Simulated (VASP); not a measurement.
# K (Pm-3m) in VASP: a series of runs

The runs below take K through single point, with LDA.

Everything below comes from runs of VASP 6.6.1. Logs are shortened: lines on timing, memory, paths and dates and some standing lists are left out, and cuts for length are marked.

## Step 1: The cell of the first run

It takes space group Pm-3m (No. 221, cubic). The conventional cell has a = 3.816 Å, b = 3.816 Å, c = 3.816 Å, α = 90.00°, β = 90.00°, γ = 90.00°. K (site symmetry m-3m) has 6 K at 3.82 Å within 5.0 Å.

This isn't the form of K at room conditions, which is bcc.

## Step 2: Single point, LDA (55.58 Å³/atom)

POSCAR

```
K
1.0
    3.8163388806      0.0000000000      0.0000000000
    0.0000000000      3.8163388806      0.0000000000
    0.0000000000      0.0000000000      3.8163388806
K
1
Direct
    0.0000000000      0.0000000000      0.0000000000
```

INCAR.step1

```
ALGO = Normal ; EDIFF = 1E-6
ENCUT = 400 ; GGA = CA
GGA_COMPAT = False ; ISIF = 2
ISMEAR = -1 ; LASPH = True
LCHARG = True ; LORBIT = 11
LREAL = False ; LWAVE = False
NBANDS = 10 ; NEDOS = 2001
NELM = 120 ; PREC = Accurate
SIGMA = 0.05
```

KPOINTS.step1

```
k-points
0
Gamma
  9 9 9
```

INCAR.step2

```
ALGO = Normal ; EDIFF = 1E-6
ENCUT = 400 ; GGA = CA
GGA_COMPAT = False ; ICHARG = 11
ISIF = 2 ; ISMEAR = -5
LASPH = True ; LCHARG = False
LORBIT = 11 ; LREAL = False
LWAVE = False ; NEDOS = 2001
NELM = 120 ; PREC = Accurate
SIGMA = 0.05
```

KPOINTS.step2

```
k-points
0
Gamma
  14 14 14
```

Potentials or basis: VASP PAW LDA potentials, release 64 (K_sv).

On the command line:

```
> cat potpaw_LDA.64/K_sv/POTCAR > POTCAR
> cp INCAR.step1 INCAR
> cp KPOINTS.step1 KPOINTS
> mpirun -np 1 vasp_std > vasp.out
> cp INCAR.step2 INCAR
> cp KPOINTS.step2 KPOINTS
> mpirun -np 1 vasp_std > vasp.out
```

OUTCAR:

```text
EDIFF = 1E-6
   ENCUT = 400
   GGA = CA
   ICHARG = 11
   ISIF = 2
   ISMEAR = -5
   LASPH = True
   LORBIT = 11
   LREAL = False
   NELM = 120
   PREC = Accurate

 ion  position               nearest neighbor table
   1  0.000  0.000  0.000-

  LATTYP: Found a simple cubic cell.
 ALAT       =     3.8163388806

  Lattice vectors:

 A1 = (   3.8163388806,   0.0000000000,   0.0000000000)
 A2 = (   0.0000000000,   3.8163388806,   0.0000000000)
 A3 = (   0.0000000000,   0.0000000000,   3.8163388806)

Analysis of symmetry for initial positions (statically):
=====================================================================
 Subroutine PRICEL returns:
 Original cell was already a primitive cell.

 Routine SETGRP: Setting up the symmetry group for a
 simple cubic supercell.

 Subroutine GETGRP returns: Found 48 space group operations
 (whereof 48 operations were pure point group operations)
 out of a pool of 48 trial point group operations.

The static configuration has the point symmetry O_h .

Analysis of symmetry for dynamics (positions and initial velocities):
=====================================================================
 Subroutine PRICEL returns:
 Original cell was already a primitive cell.

 Routine SETGRP: Setting up the symmetry group for a
 simple cubic supercell.

 Subroutine GETGRP returns: Found 48 space group operations
 (whereof 48 operations were pure point group operations)
 out of a pool of 48 trial point group operations.

The dynamic configuration has the point symmetry O_h .

 Subroutine INISYM returns: Found 48 space group operations
 (whereof 48 operations are pure point group operations),
 and found     1 'primitive' translations

----------------------------------------------------------------------------------------

                                     Primitive cell

  volume of cell :      55.5828

  direct lattice vectors                    reciprocal lattice vectors
     3.816338881  0.000000000  0.000000000     0.262031238  0.000000000  0.000000000
     0.000000000  3.816338881  0.000000000     0.000000000  0.262031238  0.000000000
     0.000000000  0.000000000  3.816338881     0.000000000  0.000000000  0.262031238

  length of vectors
     3.816338881  3.816338881  3.816338881     0.262031238  0.262031238  0.262031238

  position of ions in fractional coordinates (direct lattice)
     0.000000000  0.000000000  0.000000000

  ion indices of the primitive-cell ions
   primitive index   ion index
                 1           1

----------------------------------------------------------------------------------------

 KPOINTS: k-points

Automatic generation of k-mesh.
 Grid dimensions read from file:
 generate k-points for:   14   14   14

 Generating k-lattice:

  Cartesian coordinates                     Fractional coordinates (reciprocal lattice)
     0.018716517  0.000000000  0.000000000     0.071428571  0.000000000  0.000000000
     0.000000000  0.018716517  0.000000000     0.000000000  0.071428571  0.000000000
     0.000000000  0.000000000  0.018716517     0.000000000  0.000000000  0.071428571

  Length of vectors
     0.018716517  0.018716517  0.018716517

  Shift w.r.t. Gamma in fractional coordinates (k-lattice)
     0.000000000  0.000000000  0.000000000

 TETIRR: Found   1360 inequivalent tetrahedra from    16464

 Subroutine IBZKPT returns following result:
 ===========================================

 Found    120 irreducible k-points:

 Following reciprocal coordinates:
            Coordinates               Weight
  0.000000  0.000000  0.000000      1.000000
  0.071429  0.000000  0.000000      6.000000
  0.142857  0.000000  0.000000      6.000000
  0.214286  0.000000  0.000000      6.000000
  0.285714  0.000000  0.000000      6.000000
  0.357143  0.000000  0.000000      6.000000
[... 16 lines left out ...]
  0.285714  0.214286  0.000000     24.000000
  0.357143  0.214286  0.000000     24.000000
 [... further k-points ...]
   k-points           NKPTS =    120   k-points in BZ     NKDIM =    120   number of bands    NBANDS=      8
   number of dos      NEDOS =   2001   number of ions     NIONS =      1
   total plane-waves  NPLWV =  21952
   dimension x,y,z NGX =    28 NGY =   28 NGZ =   28
   dimension x,y,z NGXF=    56 NGYF=   56 NGZF=   56
   ions per type =               1
   NGX,Y,Z   is equivalent  to a cutoff of  12.20, 12.20, 12.20 a.u.
   NGXF,Y,Z  is equivalent  to a cutoff of  24.39, 24.39, 24.39 a.u.
 SYSTEM =  unknown system
   PREC   = accura    normal or accurate (medium, high low for compatibility)
   ISTART =      0    job   : 0-new  1-cont  2-samecut
   ICHARG =     11    charge: 1-file 2-atom 10-const
   ISPIN  =      1    spin polarized calculation?
   LNONCOLLINEAR =      F non collinear calculations
   LSORBIT =      F    spin-orbit coupling
   LASPH  =      T    aspherical Exc in radial PAW
   ENCUT  =  400.0 eV  29.40 Ry    5.42 a.u.   6.22  6.22  6.22*2*pi/ulx,y,z
   NELM   =    120;   NELMIN=  2; NELMDL=  0     # of ELM steps
   EDIFF  = 0.1E-05   stopping-criterion for ELM
   LREAL  =      F    real-space projection
   EDIFFG = 0.1E-04   stopping-criterion for IOM
   NSW    =      0    number of steps for IOM
   IBRION =     -1    ionic relax: 0-MD 1-quasi-New 2-CG
   NFREE  =      0    steps in history (QN), initial steepest desc. (CG)
   ISIF   =      2    stress and relaxation
   ISYM   =      2    0-nonsym 1-usesym 2-fastsym
   POTIM  = 0.5000    time-step for ionic-motion
   TEBEG  =    0.0;   TEEND  =   0.0 temperature during run
   PSTRESS=    0.0 pullay stress
   NELECT =       9.0000    total number of electrons
   NUPDOWN=      -1.0000    fix difference up-down
   EMIN   =  10.00;   EMAX   =-10.00  energy-range for DOS
   EFERMI =   0.00;   METHOD = LEGACY
   ISMEAR =    -5;   SIGMA  =   0.05  broadening in eV -4-tet -1-fermi 0-gaus
   EFERMI_NEDOS =   21; number of points for ismear=-14 and -15
   IALGO  =     38    algorithm
   IMIX   =      4    mixing-type and parameters
     AMIX     =   0.40;   BMIX     =  1.00
     AMIX_MAG =   1.60;   BMIX_MAG =  1.00
  volume/ion in A,a.u.               =      55.58       375.09
  Fermi-wavevector in a.u.,A,eV,Ry     =   0.892296  1.686194 10.832841  0.796191
  Thomas-Fermi vector in A             =   2.014226
   LORBIT       =     11    0 simple, 1 ext, 2 COOP (PROOUT), +10 PAW based schemes
   GGA     = CA    functional components
   LHFCALC =     F    Hartree Fock is set to
   AEXX    =    0.0000 exact exchange contribution
   IVDW    =     0    specifies the selected vdW correction
   LEPSILON=     F    determine dielectric tensor
   LRPA    =     F    only Hartree local field effects (RPA)
 non-spin polarized calculation
 Fermi weights with tetrahedron method with Bloechl corrections
  energy-cutoff  :      400.00
  volume of cell :       55.58
 maximum number of plane-waves:      1024
 NGX is ok and might be reduce to    28

 number of electron       9.0000003 magnetization

 Free energy of the ion-electron system (eV)
  ---------------------------------------------------
  ext. energy  EPLUGINS =         0.00000000
  ---------------------------------------------------
  free energy    TOTEN  =        -1.01730230 eV

  energy without entropy =       -1.01730230  energy(sigma->0) =       -1.01730230

 E-fermi :   0.4334     XC(G=0):  -6.6333

 val. band max:        0.5172414734   @ k =   0.5000   0.0714   0.0714
 cond. band min:       0.4416123819   @ k =   0.2857   0.2857   0.2857
 fundamental gap:     -0.0756290915
 Fermi energy:         0.4334066839

 k-point     1 :       0.0000    0.0000    0.0000
  band No.  band energies     occupation
      1     -31.5156      2.00000
      2     -15.1150      2.00000
      3     -15.1150      2.00000
      4     -15.1150      2.00000
      5      -2.1703      2.00000
      6       3.1408      0.00000
      7       3.1408      0.00000
      8       7.2656      0.00000

 k-point     2 :       0.0714    0.0000    0.0000
  band No.  band energies     occupation
      1     -31.5146      2.00000
      2     -15.1291      2.00000
      3     -15.1138      2.00000
      4     -15.1138      2.00000
      5      -2.1057      2.00000
      6       3.1329      0.00000
      7       3.1692      0.00000
      8       7.0437      0.00000

 k-point     3 :       0.1429    0.0000    0.0000
  band No.  band energies     occupation
      1     -31.5117      2.00000
      2     -15.1682      2.00000
      3     -15.1105      2.00000
      4     -15.1105      2.00000
      5      -1.9150      2.00000
      6       3.0727      0.00000
      7       3.2514      0.00000
      8       6.6195      0.00000

 k-point     4 :       0.2143    0.0000    0.0000
  band No.  band energies     occupation
      1     -31.5076      2.00000
      2     -15.2239      2.00000
      3     -15.1056      2.00000
      4     -15.1056      2.00000
      5      -1.6073      2.00000
      6       2.8695      0.00000
      7       3.3778      0.00000
      8       6.2060      0.00000

 k-point     5 :       0.2857    0.0000    0.0000
  band No.  band energies     occupation
      1     -31.5030      2.00000
      2     -15.2849      2.00000
      3     -15.1002      2.00000
      4     -15.1002      2.00000
      5      -1.1950      2.00000
      6       2.4590      0.00000
      7       3.5308      0.00000
      8       5.8562      0.00000
[... 177 lines left out ...]
 k-point    22 :       0.2143    0.2143    0.0000
  band No.  band energies     occupation
      1     -31.4996      2.00000
      2     -15.2168      2.00000
      3     -15.2070      2.00000
      4     -15.0964      2.00000
      5      -1.0724      2.00000
      6       3.1551      0.00000
      7       3.2046      0.00000
      8       5.0778      0.00000

 k-point    23 :       0.2857    0.2143    0.0000
  band No.  band energies     occupation
      1     -31.4951      2.00000
      2     -15.2718      2.00000
      3     -15.2046      2.00000
      4     -15.0911      2.00000
      5      -0.6832      2.00000
      6       2.7621      0.00000
      7       3.4018      0.00000
      8       4.8794      0.00000

 k-point    24 :       0.3571    0.2143    0.0000
  band No.  band energies     occupation
      1     -31.4910      2.00000
      2     -15.3245      2.00000
      3     -15.1986      2.00000
      4     -15.0863      2.00000
      5      -0.2112      2.06054
      6       2.1892      0.00000
      7       3.6449      0.00000
      8       4.7379      0.00000

 [... further k-points ...]

------------------------ aborting loop because EDIFF is reached ----------------------------------------

  FORCE on cell =-STRESS in cart. coord.  units (eV):
  Direction    XX          YY          ZZ          XY          YZ          ZX
  --------------------------------------------------------------------------------------
  -------------------------------------------------------------------------------------
  Total        0.3853119      0.3853119      0.3853119      0.0000000      0.0000000      0.0000000
  in kB       11.1066280     11.1066280     11.1066280      0.0000000      0.0000000      0.0000000
  external PRESSURE =      11.1066280 kB  Pullay stress =       0.0000000 kB

 VOLUME and BASIS-vectors are now :
 -----------------------------------------------------------------------------
  energy-cutoff  :      400.00
  volume of cell :       55.58
      direct lattice vectors                 reciprocal lattice vectors
     3.816338881  0.000000000  0.000000000     0.262031238  0.000000000  0.000000000
     0.000000000  3.816338881  0.000000000     0.000000000  0.262031238  0.000000000
     0.000000000  0.000000000  3.816338881     0.000000000  0.000000000  0.262031238

 POSITION                                       TOTAL-FORCE (eV/Angst)
 -----------------------------------------------------------------------------------
      0.00000      0.00000      0.00000         0.000000      0.000000      0.000000
 -----------------------------------------------------------------------------------
    total drift:                               -0.000000      0.000000     -0.000000

  FREE ENERGIE OF THE ION-ELECTRON SYSTEM (eV)
  ---------------------------------------------------
  free  energy   TOTEN  =        -1.0173022954 eV

  energy  without entropy=       -1.0173022954  energy(sigma->0) =       -1.01730230

 total charge

# of ion       s       p       d       tot
------------------------------------------
    1        1.992   5.535   0.010   7.538
```

Wall time 44 s (1 thread of Intel Xeon 8259CL, shared host); peak memory 0.15 GiB.

Results:

- Valence electrons inside the program's atomic spheres: K 7.54

Caveat: tetrahedron occupations give inexact forces and stress in metals.

## Step 3: Single point, LDA

This run uses another cell than the first one, of 69.48 Å³/atom.

POSCAR

```
K
1.0
    4.1110264366      0.0000000000      0.0000000000
    0.0000000000      4.1110264366      0.0000000000
    0.0000000000      0.0000000000      4.1110264366
K
1
Direct
    0.0000000000      0.0000000000      0.0000000000
```

INCAR.step1

```
SYSTEM = K
PREC = Accurate
ENCUT = 400
EDIFF = 1E-6
ISMEAR = -1
SIGMA = 0.05
LREAL = .FALSE.
LASPH = .TRUE.
NELM = 120
ALGO = Normal
ISIF = 2
LWAVE = .FALSE.
LCHARG = .TRUE.
GGA = CA
NBANDS = 10
GGA_COMPAT = .FALSE.
NEDOS = 2001
LORBIT = 11
```

KPOINTS.step1

```
regular mesh
0
G
  9 9 9
  0 0 0
```

INCAR.step2

```
SYSTEM = K
PREC = Accurate
ENCUT = 400
EDIFF = 1E-6
ISMEAR = -5
SIGMA = 0.05
LREAL = .FALSE.
LASPH = .TRUE.
NELM = 120
ALGO = Normal
ISIF = 2
LWAVE = .FALSE.
LCHARG = .FALSE.
GGA = CA
LORBIT = 11
NEDOS = 1001
ICHARG = 11
GGA_COMPAT = .FALSE.
```

KPOINTS.step2

```
regular mesh
0
G
  14 14 14
  0 0 0
```

Potentials or basis: VASP PAW LDA potentials, release 64 (K_sv).

On the command line:

```
> cat potpaw_LDA.64/K_sv/POTCAR > POTCAR
> cp INCAR.step1 INCAR
> cp KPOINTS.step1 KPOINTS
> mpirun -np 1 vasp_std > vasp.out
> cp INCAR.step2 INCAR
> cp KPOINTS.step2 KPOINTS
> mpirun -np 1 vasp_std > vasp.out
```

OUTCAR:

```text
SYSTEM = K
   PREC = Accurate
   ENCUT = 400
   EDIFF = 1E-6
   ISMEAR = -5
   LREAL = .FALSE.
   LASPH = .TRUE.
   NELM = 120
   ISIF = 2
   GGA = CA
   LORBIT = 11
   ICHARG = 11

 ion  position               nearest neighbor table
   1  0.000  0.000  0.000-

  LATTYP: Found a simple cubic cell.
 ALAT       =     4.1110264366

  Lattice vectors:

 A1 = (   4.1110264366,   0.0000000000,   0.0000000000)
 A2 = (   0.0000000000,   4.1110264366,   0.0000000000)
 A3 = (   0.0000000000,   0.0000000000,   4.1110264366)

Analysis of symmetry for initial positions (statically):
=====================================================================
 Subroutine PRICEL returns:
 Original cell was already a primitive cell.

 Routine SETGRP: Setting up the symmetry group for a
 simple cubic supercell.

 Subroutine GETGRP returns: Found 48 space group operations
 (whereof 48 operations were pure point group operations)
 out of a pool of 48 trial point group operations.

[... 166 lines left out ...]
 fundamental gap:      0.0087742003
 Fermi energy:        -0.1469954084

 k-point     1 :       0.0000    0.0000    0.0000
  band No.  band energies     occupation
      1     -32.1125      2.00000
      2     -15.7659      2.00000
      3     -15.7659      2.00000
      4     -15.7659      2.00000
      5      -2.4117      2.00000
      6       2.6294      0.00000
      7       2.6294      0.00000
      8       6.1672      0.00000
[... 243 lines left out ...]
 k-point    24 :       0.3571    0.2143    0.0000
  band No.  band energies     occupation
      1     -32.1027      2.00000
      2     -15.8723      2.00000
      3     -15.8086      2.00000
      4     -15.7517      2.00000
      5      -0.7352      2.05993
      6       1.4657      0.00000
      7       2.9042      0.00000
      8       3.9218      0.00000

 [... further k-points ...]

------------------------ aborting loop because EDIFF is reached ----------------------------------------

  FORCE on cell =-STRESS in cart. coord.  units (eV):
  Direction    XX          YY          ZZ          XY          YZ          ZX
  --------------------------------------------------------------------------------------
  -------------------------------------------------------------------------------------
  Total       -0.0173620     -0.0173620     -0.0173620      0.0000000     -0.0000000      0.0000000
  in kB       -0.4003680     -0.4003680     -0.4003680      0.0000000     -0.0000000      0.0000000
  external PRESSURE =      -0.4003680 kB  Pullay stress =       0.0000000 kB

 VOLUME and BASIS-vectors are now :
 -----------------------------------------------------------------------------
  energy-cutoff  :      400.00
  volume of cell :       69.48
      direct lattice vectors                 reciprocal lattice vectors
     4.111026437  0.000000000  0.000000000     0.243248253  0.000000000  0.000000000
     0.000000000  4.111026437  0.000000000     0.000000000  0.243248253  0.000000000
     0.000000000  0.000000000  4.111026437     0.000000000  0.000000000  0.243248253

 POSITION                                       TOTAL-FORCE (eV/Angst)
 -----------------------------------------------------------------------------------
      0.00000      0.00000      0.00000         0.000000      0.000000      0.000000
 -----------------------------------------------------------------------------------
    total drift:                               -0.000000     -0.000000     -0.000000

  FREE ENERGIE OF THE ION-ELECTRON SYSTEM (eV)
  ---------------------------------------------------
  free  energy   TOTEN  =        -1.0563802695 eV

  energy  without entropy=       -1.0563802695  energy(sigma->0) =       -1.05638027

 total charge

# of ion       s       p       d       tot
------------------------------------------
    1        1.987   5.534   0.006   7.527
```

OUTCAR.step1:

```text
SYSTEM = K
   PREC = Accurate
   ENCUT = 400
   EDIFF = 1E-6
   ISMEAR = -1
   LREAL = .FALSE.
   LASPH = .TRUE.
[... 531 lines left out ...]
      0.00000      0.00000      0.00000         0.000000      0.000000      0.000000
 -----------------------------------------------------------------------------------
    total drift:                               -0.000000     -0.000000     -0.000000

  FREE ENERGIE OF THE ION-ELECTRON SYSTEM (eV)
  ---------------------------------------------------
  free  energy   TOTEN  =        -1.0577714541 eV

  energy  without entropy=       -1.0516926096  energy(sigma->0) =       -1.05473203

 total charge

# of ion       s       p       d       tot
------------------------------------------
    1        1.986   5.534   0.006   7.527
```

Wall time 41 s (1 thread of Intel Xeon 8259CL, shared host); peak memory 0.16 GiB.

What came out:

```yaml
Valence_electrons_inside_the_program's_atomic_spheres: K 7.53
```

Levels at points of the mesh, in eV from the Fermi level:
```
           k point  band 1  band 2  band 3  band 4  band 5  band 6  band 7  band 8
(0.00, 0.00, 0.00)  -31.97  -15.62  -15.62  -15.62   -2.26    2.78    2.78    6.31
(0.50, 0.00, 0.00)  -31.96  -15.76  -15.61  -15.61   -0.10    0.24    3.39    4.70
(0.50, 0.50, 0.00)  -31.95  -15.74  -15.74  -15.60    1.05    2.11    2.39    2.39
(0.50, 0.50, 0.50)  -31.94  -15.72  -15.72  -15.72    2.23    2.23    2.23    4.63
```

Caveat: tetrahedron occupations give inexact forces and stress in metals.
